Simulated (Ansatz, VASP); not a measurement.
**Two plane-wave programs on TiAl**

Contents of INCAR:

```
PREC = Accurate
ENCUT = 520
EDIFF = 1E-6
ISMEAR = 0
SIGMA = 0.15
LREAL = False
LASPH = True
NELM = 60
ALGO = Fast
ISIF = 2
LWAVE = False
LCHARG = True
GGA = CA
LELF = True
LVHAR = True
NBANDS = 14
```

Contents of KPOINTS:

```
regular mesh
0
Gamma
  16 16 16
```

File POSCAR:

```
TiAl
1.0
    3.1790640000     -0.0476859600      0.0000000000
   -0.0476859600      3.1790640000      0.0000000000
    0.0000000000      0.0000000000      3.1790640000
Ti Al
1 1
Direct
    0.0000000000      0.0000000000      0.0000000000
    0.5000000000      0.5000000000      0.5000000000
```

Input for Ansatz:

```yaml
crystal:
  lattice:
    - [3.179064, -0.04768596, 0.0]
    - [-0.04768596, 3.179064, 0.0]
    - [0.0, 0.0, 3.179064]
  atoms:
    - { symbol: Ti, position: [0.0, 0.0, 0.0] }
    - { symbol: Al, position: [0.5, 0.5, 0.5] }
basis:
  ecutwfc: 420
kpoints:
  mp_grid: { grid: [16, 16, 16] }
hamiltonian:
  xc: lda
scf:
  occupations: { method: gaussian, width: 0.15 }
output:
  forces: true
  stress: true
  eigenvalues: true
```

Change from the starting cell: strain -0.0300 x Voigt [0, 0, 0, 0, 0, 1], atoms carried along.

Alike in both runs: task single point; functional LDA; k mesh 16 × 16 × 16; occupations gaussian, width 0.15 eV; no spin polarisation.

|  | VASP | Ansatz |
| --- | --- | --- |
| version | VASP 6.6.1 | Ansatz 0.2.0 |
| potentials or method | VASP PAW LDA potentials, release 64 (Ti_sv, Al), cutoff 520 eV | scalar-relativistic, plane waves, PAW |
| valence electrons in the cell | 15 | 15 |

Ansatz gave:

* gap on the k mesh at the Fermi level (eV): none
* pressure (GPa): -5.7
* traceless stress, the component that is largest in VASP (GPa): 1.88

Problem. Which values does VASP return?

Solution. gap on the k mesh at the Fermi level (eV): none; pressure (GPa): -5.6; traceless stress, the component that is largest in VASP (GPa): 1.89.

LDA's correlation is that of Perdew and Zunger in VASP and of Perdew and Wang (1992) in Ansatz. A gap of «none» marks a metal or a gap that the smearing closes.
